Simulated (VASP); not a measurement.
Crystal: CdTe (b).

```
CELL_PARAMETERS angstrom
0.00000 3.28211 3.28211
3.28211 0.00000 3.28211
3.28211 3.28211 0.00000
ATOMIC_POSITIONS crystal
Cd 0.00000 0.00000 0.00000
Te 0.25000 0.25000 0.25000
```

- Program: VASP 6.6.1
- Task: relaxation of cell and atoms
- Functional: PBEsol
- Potentials or basis: VASP PAW PBE potentials, release 64 (Cd, Te)
- Cutoff: 500 eV
- k mesh: 10 × 10 × 10
- Occupations: gaussian, width 0.02 eV
- Spin: no spin polarisation

At the start: pressure -1.2 GPa; volume 35.36 Å³/atom.

**Question.** Where does the relaxation end?

**Answer.** Over 3 steps the energy falls by 4.0 meV/atom and the volume is 34.29 Å³/atom (-3.0 %); space group F-43m (No. 216, to 0.05 Å).

Step by step:
```
step  energy change (eV)  largest force (eV/Å)  pressure (GPa)  volume (Å³)
   1              0.0000                0.0000           -1.17        70.71
   2             -0.0076                0.0000            0.30        68.10
   3             -0.0080                0.0000            0.01        68.58
```

Final structure:
```cif
data_structure
_symmetry_space_group_name_H-M 'P 1'
_symmetry_Int_Tables_number 1
_cell_length_a 4.5944
_cell_length_b 4.5944
_cell_length_c 4.5944
_cell_angle_alpha 60.000
_cell_angle_beta 60.000
_cell_angle_gamma 60.000
_cell_volume 68.58
loop_
_atom_site_label
_atom_site_type_symbol
_atom_site_fract_x
_atom_site_fract_y
_atom_site_fract_z
_atom_site_occupancy
Cd1 Cd 0.00000 0.00000 0.00000 1
Te1 Te 0.25000 0.25000 0.25000 1
```

Caveat: the PAW data sets were made with another functional, which shifts forces and pressure a little.
